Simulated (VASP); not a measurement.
# SnTe (Fm-3m) in VASP: a series of runs

Aim: see how the results for SnTe move with the level of theory and the settings. Levels: r2SCAN, PBE. Tasks: single point, relaxation of cell and atoms.

Everything below comes from runs of VASP 6.6.1. Logs are shortened: lines on timing, memory, paths and dates and some standing lists are left out, and cuts for length are marked.

### Step 1. The cell of the first run

Symmetry: Fm-3m, No. 225, cubic system. The conventional cell has a = 6.379 Å, b = 6.379 Å, c = 6.379 Å, α = 90.00°, β = 90.00°, γ = 90.00°. Within 4.2 Å of Sn (site symmetry m-3m) lie 6 Te at 3.19 Å. Te (site symmetry m-3m) has 6 Sn at 3.19 Å within 4.2 Å.

### Step 2. Single point, r2SCAN

File POSCAR:

```
SnTe
1.0
    0.0000000000      3.1893301349      3.1893301349
    3.1893301349      0.0000000000      3.1893301349
    3.1893301349      3.1893301349      0.0000000000
Sn Te
1 1
Direct
    0.0000000000      0.0000000000      0.0000000000
    0.5000000000      0.5000000000      0.5000000000
```

File INCAR.step1:

```
SYSTEM = SnTe
ALGO = Normal
EDIFF = 1E-4
ENCUT = 520
GGA = PE
ISMEAR = -1
LASPH = .TRUE.
LCHARG = .FALSE.
LREAL = .FALSE.
LWAVE = .TRUE.
NBANDS = 17
NELM = 60
PREC = Accurate
SIGMA = 0.02
```

File INCAR.step2:

```
SYSTEM = SnTe
ALGO = Normal
EDIFF = 1E-6
ENCUT = 520
ISIF = 2
ISMEAR = -1
ISTART = 1
LASPH = .TRUE.
LCHARG = .TRUE.
LELF = .TRUE.
LMIXTAU = .TRUE.
LREAL = .FALSE.
LVHAR = .TRUE.
LWAVE = .FALSE.
METAGGA = R2SCAN
NBANDS = 17
NELM = 60
PREC = Accurate
SIGMA = 0.02
```

File KPOINTS:

```
k-points
0
G
  6 6 6
  0 0 0
```

Potentials or basis: VASP PAW PBE potentials, release 64 (Sn_d, Te).

Launch:

```sh
> cat potpaw_PBE.64/Sn_d/POTCAR potpaw_PBE.64/Te/POTCAR > POTCAR
> cp INCAR.step1 INCAR
> mpirun -np 1 vasp_std > vasp.out
> cp INCAR.step2 INCAR
> mpirun -np 1 vasp_std > vasp.out
```

OUTCAR:

```text
SYSTEM = SnTe
   EDIFF = 1E-6
   ENCUT = 520
   ISIF = 2
   ISMEAR = -1
   ISTART = 1
   LASPH = .TRUE.
   LREAL = .FALSE.
   METAGGA = R2SCAN
   NELM = 60
   PREC = Accurate

 ion  position               nearest neighbor table
   1  0.000  0.000  0.000-   2 3.19   2 3.19   2 3.19   2 3.19   2 3.19   2 3.19
   2  0.500  0.500  0.500-   1 3.19   1 3.19   1 3.19   1 3.19   1 3.19   1 3.19

  LATTYP: Found a face centered cubic cell.
 ALAT       =     6.3786602698

  Lattice vectors:

 A1 = (   0.0000000000,   3.1893301349,   3.1893301349)
 A2 = (   3.1893301349,   0.0000000000,   3.1893301349)
 A3 = (   3.1893301349,   3.1893301349,   0.0000000000)

Analysis of symmetry for initial positions (statically):
=====================================================================
 Subroutine PRICEL returns:
 Original cell was already a primitive cell.

 Routine SETGRP: Setting up the symmetry group for a
 face centered cubic supercell.

 Subroutine GETGRP returns: Found 48 space group operations
 (whereof 48 operations were pure point group operations)
 out of a pool of 48 trial point group operations.

The static configuration has the point symmetry O_h .

Analysis of symmetry for dynamics (positions and initial velocities):
=====================================================================
 Subroutine PRICEL returns:
 Original cell was already a primitive cell.

 Routine SETGRP: Setting up the symmetry group for a
 face centered cubic supercell.

 Subroutine GETGRP returns: Found 48 space group operations
 (whereof 48 operations were pure point group operations)
 out of a pool of 48 trial point group operations.

The dynamic configuration has the point symmetry O_h .

 Subroutine INISYM returns: Found 48 space group operations
 (whereof 48 operations are pure point group operations),
 and found     1 'primitive' translations

----------------------------------------------------------------------------------------

                                     Primitive cell

  volume of cell :      64.8826

  direct lattice vectors                    reciprocal lattice vectors
     0.000000000  3.189330135  3.189330135    -0.156772732  0.156772732  0.156772732
     3.189330135  0.000000000  3.189330135     0.156772732 -0.156772732  0.156772732
     3.189330135  3.189330135  0.000000000     0.156772732  0.156772732 -0.156772732

  length of vectors
[... 70 lines left out ...]
   LASPH  =      T    aspherical Exc in radial PAW
   ENCUT  =  520.0 eV  38.22 Ry    6.18 a.u.   8.39  8.39  8.39*2*pi/ulx,y,z
   NELM   =     60;   NELMIN=  2; NELMDL=  0     # of ELM steps
   EDIFF  = 0.1E-05   stopping-criterion for ELM
   LREAL  =      F    real-space projection
   EDIFFG = 0.1E-04   stopping-criterion for IOM
   NSW    =      0    number of steps for IOM
   IBRION =     -1    ionic relax: 0-MD 1-quasi-New 2-CG
   NFREE  =      0    steps in history (QN), initial steepest desc. (CG)
   ISIF   =      2    stress and relaxation
   ISYM   =      2    0-nonsym 1-usesym 2-fastsym
   POTIM  = 0.5000    time-step for ionic-motion
   TEBEG  =    0.0;   TEEND  =   0.0 temperature during run
   PSTRESS=    0.0 pullay stress
   NELECT =      20.0000    total number of electrons
   NUPDOWN=      -1.0000    fix difference up-down
   EMIN   =  10.00;   EMAX   =-10.00  energy-range for DOS
   EFERMI =   0.00;   METHOD = LEGACY
   ISMEAR =    -1;   SIGMA  =   0.02  broadening in eV -4-tet -1-fermi 0-gaus
   EFERMI_NEDOS =   21; number of points for ismear=-14 and -15
   IALGO  =     38    algorithm
   IMIX   =      4    mixing-type and parameters
     AMIX     =   0.40;   BMIX     =  1.00
     AMIX_MAG =   1.60;   BMIX_MAG =  1.00
  volume/ion in A,a.u.               =      32.44       218.92
  Fermi-wavevector in a.u.,A,eV,Ry     =   1.105882  2.089813 16.639577  1.222974
  Thomas-Fermi vector in A             =   2.242375
   LORBIT       =      0    0 simple, 1 ext, 2 COOP (PROOUT), +10 PAW based schemes
   METAGGA = R2SCAN    functional components
   LHFCALC =     F    Hartree Fock is set to
   AEXX    =    0.0000 exact exchange contribution
   IVDW    =     0    specifies the selected vdW correction
   LEPSILON=     F    determine dielectric tensor
   LRPA    =     F    only Hartree local field effects (RPA)
 non-spin polarized calculation
  energy-cutoff  :      520.00
  volume of cell :       64.88
 maximum number of plane-waves:      1807
 NGX is ok and might be reduce to    36
   NGX = 17   NGY = 17   NGZ = 17

 number of electron      20.0000002 magnetization

 Free energy of the ion-electron system (eV)
  ---------------------------------------------------
  ext. energy  EPLUGINS =         0.00000000
  ---------------------------------------------------
  free energy    TOTEN  =       -50.68393237 eV

  energy without entropy =      -50.68374730  energy(sigma->0) =      -50.68383983

 E-fermi :   6.6286     XC(G=0):  -9.8930

 val. band max:        6.5570272975   @ k =   0.5000   0.0000   0.0000
 cond. band min:       6.7000934373   @ k =   0.5000   0.0000   0.0000
 fundamental gap:      0.1430661398
 Fermi energy:         6.6285593520

 k-point     1 :       0.0000    0.0000    0.0000
  band No.  band energies     occupation
      1     -16.1889      2.00000
      2     -16.1889      2.00000
      3     -16.1803      2.00000
      4     -16.1803      2.00000
      5     -16.1803      2.00000
      6      -6.6560      2.00000
[... 297 lines left out ...]
      4     -16.1739      2.00000
      5     -16.1706      2.00000
      6      -5.0280      2.00000
[... 9 lines left out ...]
     16      16.8752      0.00000
     17      18.0635      0.00000

------------------------ aborting loop because EDIFF is reached ----------------------------------------

  FORCE on cell =-STRESS in cart. coord.  units (eV):
  Direction    XX          YY          ZZ          XY          YZ          ZX
  --------------------------------------------------------------------------------------
  -------------------------------------------------------------------------------------
  Total        0.0009769      0.0009769      0.0009769      0.0000000     -0.0000000      0.0000000
  in kB        0.0241225      0.0241225      0.0241225      0.0000000     -0.0000000      0.0000000
  external PRESSURE =       0.0241225 kB  Pullay stress =       0.0000000 kB

 VOLUME and BASIS-vectors are now :
 -----------------------------------------------------------------------------
  energy-cutoff  :      520.00
  volume of cell :       64.88
      direct lattice vectors                 reciprocal lattice vectors
     0.000000000  3.189330135  3.189330135    -0.156772732  0.156772732  0.156772732
     3.189330135  0.000000000  3.189330135     0.156772732 -0.156772732  0.156772732
     3.189330135  3.189330135  0.000000000     0.156772732  0.156772732 -0.156772732

 POSITION                                       TOTAL-FORCE (eV/Angst)
 -----------------------------------------------------------------------------------
      0.00000      0.00000      0.00000         0.000000      0.000000      0.000000
      3.18933      3.18933      3.18933        -0.000000      0.000000     -0.000000
 -----------------------------------------------------------------------------------
    total drift:                               -0.000000      0.000000      0.000000

  FREE ENERGIE OF THE ION-ELECTRON SYSTEM (eV)
  ---------------------------------------------------
  free  energy   TOTEN  =       -50.6839323660 eV

  energy  without entropy=      -50.6837473011  energy(sigma->0) =      -50.68383983
```

OUTCAR.step1:

```text
SYSTEM = SnTe
   EDIFF = 1E-4
   ENCUT = 520
   GGA = PE
   ISMEAR = -1
   LASPH = .TRUE.
   LREAL = .FALSE.
[... 529 lines left out ...]
      0.00000      0.00000      0.00000        -0.000000      0.000000      0.000000
      3.18933      3.18933      3.18933         0.000000     -0.000000     -0.000000
 -----------------------------------------------------------------------------------
    total drift:                               -0.000000      0.000000      0.000000

  FREE ENERGIE OF THE ION-ELECTRON SYSTEM (eV)
  ---------------------------------------------------
  free  energy   TOTEN  =        -7.5627316152 eV

  energy  without entropy=       -7.5617136600  energy(sigma->0) =       -7.56222264
```

Wall time 73 s (1 thread of Intel Xeon 8259CL, shared host); peak memory 0.22 GiB.

What came out:

| Item | Value |
| --- | --- |
| Free energy | -50.6839 eV |
| Pressure | 0.0 GPa |
| Band gap on the k mesh | 0.14 eV |

Caveat: the PAW data sets were made with another functional, which shifts forces and pressure a little; spin-orbit coupling is left out, which moves the levels of the heavy elements. A k mesh can miss the band edges.

### Step 3. Relaxation of cell and atoms, r2SCAN

This run uses another cell than the first one, of 32.93 Å³/atom.

File POSCAR:

```
SnTe
1.0
    0.0000000000      3.2053449938      3.2053449938
    3.2053449938      0.0000000000      3.2053449938
    3.2053449938      3.2053449938      0.0000000000
Sn Te
1 1
Direct
    0.0000000000      0.0000000000      0.0000000000
    0.5000000000      0.5000000000      0.5000000000
```

File INCAR.step1:

```
SYSTEM = SnTe
ALGO     = Normal         ! electronic algorithm
EDIFF    = 1E-4           ! SCF threshold, eV
ENCUT    = 600            ! plane-wave cutoff, eV
GGA      = PE             ! functional
ISMEAR   = -1             ! smearing method
LASPH    = .TRUE.         ! aspherical terms in the spheres
LCHARG   = .FALSE.        ! write CHGCAR
LREAL    = .FALSE.        ! projectors in reciprocal space
LWAVE    = .TRUE.         ! write WAVECAR
NELM     = 80             ! most SCF steps
PREC     = Accurate       ! precision mode
SIGMA    = 0.02           ! smearing width, eV
```

File INCAR.step2:

```
SYSTEM = SnTe
ALGO     = Normal         ! electronic algorithm
EDIFF    = 1E-6           ! SCF threshold, eV
EDIFFG   = -0.005         ! ionic threshold
ENCUT    = 600            ! plane-wave cutoff, eV
IBRION   = 2              ! ionic algorithm
ISIF     = 3              ! what is computed and relaxed
ISMEAR   = -1             ! smearing method
ISTART   = 1            
LASPH    = .TRUE.         ! aspherical terms in the spheres
LCHARG   = .FALSE.        ! write CHGCAR
LMIXTAU  = .TRUE.       
LREAL    = .FALSE.        ! projectors in reciprocal space
LWAVE    = .FALSE.        ! write WAVECAR
METAGGA  = R2SCAN         ! meta-GGA
NELM     = 80             ! most SCF steps
NSW      = 80             ! ionic steps
PREC     = Accurate       ! precision mode
SIGMA    = 0.02           ! smearing width, eV
```

KPOINTS is that of step 2.

Potentials or basis: VASP PAW PBE potentials, release 64 (Sn_d, Te).

Launch:

```sh
> cat potpaw_PBE.64/Sn_d/POTCAR potpaw_PBE.64/Te/POTCAR > POTCAR
> cp INCAR.step1 INCAR
> mpirun -np 1 vasp_std > vasp.out
> cp INCAR.step2 INCAR
> mpirun -np 1 vasp_std > vasp.out
```

OUTCAR:

```text
SYSTEM = SnTe
   EDIFF = 1E-6
   EDIFFG = -0.005
   ENCUT = 600
   IBRION = 2
   ISIF = 3
   ISMEAR = -1
   ISTART = 1
   LASPH = .TRUE.
   LREAL = .FALSE.
   METAGGA = R2SCAN
   NELM = 80
   NSW = 80
   PREC = Accurate

 ion  position               nearest neighbor table
   1  0.000  0.000  0.000-   2 3.21   2 3.21   2 3.21   2 3.21   2 3.21   2 3.21
   2  0.500  0.500  0.500-   1 3.21   1 3.21   1 3.21   1 3.21   1 3.21   1 3.21

  LATTYP: Found a face centered cubic cell.
 ALAT       =     6.4106899876

  Lattice vectors:

 A1 = (   0.0000000000,   3.2053449938,   3.2053449938)
 A2 = (   3.2053449938,   0.0000000000,   3.2053449938)
 A3 = (   3.2053449938,   3.2053449938,   0.0000000000)

Analysis of symmetry for initial positions (statically):
=====================================================================
 Subroutine PRICEL returns:
 Original cell was already a primitive cell.

 Routine SETGRP: Setting up the symmetry group for a
 face centered cubic supercell.

 Subroutine GETGRP returns: Found 48 space group operations
 (whereof 48 operations were pure point group operations)
 out of a pool of 48 trial point group operations.

The static configuration has the point symmetry O_h .

Analysis of symmetry for dynamics (positions and initial velocities):
[... 145 lines left out ...]
  ---------------------------------------------------
  ext. energy  EPLUGINS =         0.00000000
  ---------------------------------------------------
  free energy    TOTEN  =       -50.68360616 eV

  energy without entropy =      -50.68352973  energy(sigma->0) =      -50.68356794

------------------------ aborting loop because EDIFF is reached ----------------------------------------

  FORCE on cell =-STRESS in cart. coord.  units (eV):
  Direction    XX          YY          ZZ          XY          YZ          ZX
  --------------------------------------------------------------------------------------
  -------------------------------------------------------------------------------------
  Total       -0.2607936     -0.2607936     -0.2607936      0.0000000      0.0000000      0.0000000
  in kB       -6.3438531     -6.3438531     -6.3438531      0.0000000      0.0000000      0.0000000
  external PRESSURE =      -6.3438531 kB  Pullay stress =       0.0000000 kB
[... 59 lines left out ...]
--------------------------------------- Ionic step        3  -------------------------------------------

 number of electron      20.0000002 magnetization

 Free energy of the ion-electron system (eV)
  ---------------------------------------------------
  ext. energy  EPLUGINS =         0.00000000
  ---------------------------------------------------
  free energy    TOTEN  =       -50.68558526 eV

  energy without entropy =      -50.68540477  energy(sigma->0) =      -50.68549501

 E-fermi :   6.6266     XC(G=0):  -9.8921

 val. band max:        6.5544374343   @ k =   0.5000   0.0000   0.0000
 cond. band min:       6.6988227603   @ k =   0.5000   0.0000   0.0000
 fundamental gap:      0.1443853259
 Fermi energy:         6.6266290949

 k-point     1 :       0.0000    0.0000    0.0000
  band No.  band energies     occupation
      1     -16.1907      2.00000
      2     -16.1907      2.00000
      3     -16.1821      2.00000
      4     -16.1821      2.00000
      5     -16.1821      2.00000
      6      -6.6567      2.00000
      7       1.6706      2.00000
      8       4.1809      2.00000
      9       4.1809      2.00000
     10       4.1809      2.00000
     11       9.9179      0.00000
     12       9.9180      0.00000
     13       9.9180      0.00000
     14      11.5978      0.00000
[... 282 lines left out ...]
  FREE ENERGIE OF THE ION-ELECTRON SYSTEM (eV)
  ---------------------------------------------------
  free  energy   TOTEN  =       -50.6855852558 eV

  energy  without entropy=      -50.6854047669  energy(sigma->0) =      -50.68549501

 reached required accuracy - stopping structural energy minimisation
```

It took 2.9 min on 1 thread of Intel Xeon 8259CL, shared host; peak memory 0.24 GiB.

What came out:

- Free energy: -50.6856 eV
- Relaxed volume: 32.45 Å³/atom
- Relaxed cell: a = 4.511 Å, b = 4.511 Å, c = 4.511 Å, α = 60.00°, β = 60.00°, γ = 60.00°
- Space group after relaxing (to 0.1 Å): Fm-3m (No. 225)
- Energy gained by relaxing: 1.0 meV/atom
- Ionic steps: 3
- Pressure after relaxing: 0.0 GPa
- Band gap on the k mesh: 0.14 eV

Step by step:
```
step  energy change (eV)  largest force (eV/Å)  pressure (GPa)  volume (Å³)
   1              0.0000                0.0000           -0.63        65.86
   2             -0.0018                0.0000            0.19        64.63
   3             -0.0020                0.0000            0.01        64.89
```

Final structure:
```cif
data_structure
_symmetry_space_group_name_H-M 'P 1'
_symmetry_Int_Tables_number 1
_cell_length_a 4.5106
_cell_length_b 4.5106
_cell_length_c 4.5106
_cell_angle_alpha 60.000
_cell_angle_beta 60.000
_cell_angle_gamma 60.000
_cell_volume 64.89
loop_
_atom_site_label
_atom_site_type_symbol
_atom_site_fract_x
_atom_site_fract_y
_atom_site_fract_z
_atom_site_occupancy
Sn1 Sn 0.00000 0.00000 0.00000 1
Te1 Te 0.50000 0.50000 0.50000 1
```

Caveat: the PAW data sets were made with another functional, which shifts forces and pressure a little; spin-orbit coupling is left out, which moves the levels of the heavy elements. A k mesh can miss the band edges.

(Continued in part 2 of 2.)
